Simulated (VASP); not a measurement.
Wanted: the native input for a VASP 6.6.1 run.

| Quantity | Value |
| --- | --- |
| Task | single point |
| Functional | RPBE |
| Potentials or basis | VASP PAW PBE potentials, release 64 (Ga_d, As) |
| Cutoff | 500 eV |
| k mesh | 10 × 10 × 10 |
| Occupations | gaussian, width 0.01 eV |
| Spin | no spin polarisation |
| Dipole correction | no |
| Further INCAR settings | ALGO = Normal; EDIFF = 1e-06; NBANDS = 16 |

The structure of GaAs lies in POSCAR:

```
GaAs
1.0
    0.0000000000      2.9015941840      2.9015941840
    2.9015941840      0.0000000000      2.9015941840
    2.9015941840      2.9015941840      0.0000000000
Ga As
1 1
Direct
    0.0000000000      0.0000000000      0.0000000000
    0.7500000000      0.7500000000      0.7500000000
```

One way to write it, as run:

INCAR

```
PREC = Accurate
ENCUT = 500
EDIFF = 1E-6
ISMEAR = 0
SIGMA = 0.01
LREAL = False
LASPH = True
NELM = 120
ALGO = Normal
ISIF = 2
LWAVE = False
LCHARG = False
GGA = RP
NBANDS = 16
GGA_COMPAT = False
```

KPOINTS

```
regular mesh
0
Gamma
  10 10 10
```

Potentials or basis: VASP PAW PBE potentials, release 64 (Ga_d, As).

Launch:

```bash
$ cat potpaw_PBE.64/Ga_d/POTCAR potpaw_PBE.64/As/POTCAR > POTCAR
$ mpirun -np 1 vasp_std > vasp.out
```

Results of the run:

The pressure is 0.1 GPa and the band gap on the k mesh is 0.07 eV.

Caveat: the PAW data sets were made with another functional, which shifts forces and pressure a little.

It took 42 s on 1 thread of AMD EPYC 7R43 64-Core Processor (Zen 3) (shared host), peak memory 0.15 GiB.
